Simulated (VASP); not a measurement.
Wanted: the native input for a VASP 6.6.1 run.

| Item | Value |
| --- | --- |
| Task | single point |
| Functional | PBE |
| Potentials or basis | VASP PAW PBE potentials, release 64 (Hf_pv, N) |
| Cutoff | 520 eV |
| k mesh | 16 × 16 × 14 |
| Occupations | fermi-dirac, width 0.1 eV |
| Spin | no spin polarisation |
| Dipole correction | no |
| Further INCAR settings | ALGO = Normal; EDIFF = 1e-07; NBANDS = 14 |

The structure of HfN (WC type) lies in POSCAR:

```
HfN
1.0
    2.4741260101      0.0000000000      0.0000000000
   -1.2370630051      2.1426559769      0.0000000000
    0.0000000000      0.0000000000      2.5156553628
Hf N
1 1
Direct
    0.0000000000      0.0000000000      0.0000000000
    0.3333333333      0.6666666667      0.5000000000
```

These files were run (other wordings do the same):

INCAR

```
SYSTEM = HfN
ALGO = Normal
EDIFF = 1E-7
ENCUT = 520
GGA = PE
ISIF = 2
ISMEAR = -1
LASPH = .True.
LCHARG = .False.
LREAL = .False.
LWAVE = .False.
NBANDS = 14
NELM = 80
PREC = Accurate
SIGMA = 0.1
```

KPOINTS

```
k-points
0
Gamma
  16 16 14
  0 0 0
```

Potentials or basis: VASP PAW PBE potentials, release 64 (Hf_pv, N).

Launch:

```console
$ cat potpaw_PBE.64/Hf_pv/POTCAR potpaw_PBE.64/N/POTCAR > POTCAR
$ mpirun -np 1 vasp_std > vasp.out
```

Results of the run:

* Pressure: 459.9 GPa
* Band gap on the k mesh: zero (an odd number of electrons rules out a gap without spin polarisation)

Caveat: the cell stands under pressure; spin-orbit coupling is left out, which moves the levels of the heavy elements.

Run time: 42 s on 1 thread of Intel Xeon 8259CL, on a shared host, peak memory 0.16 GiB.
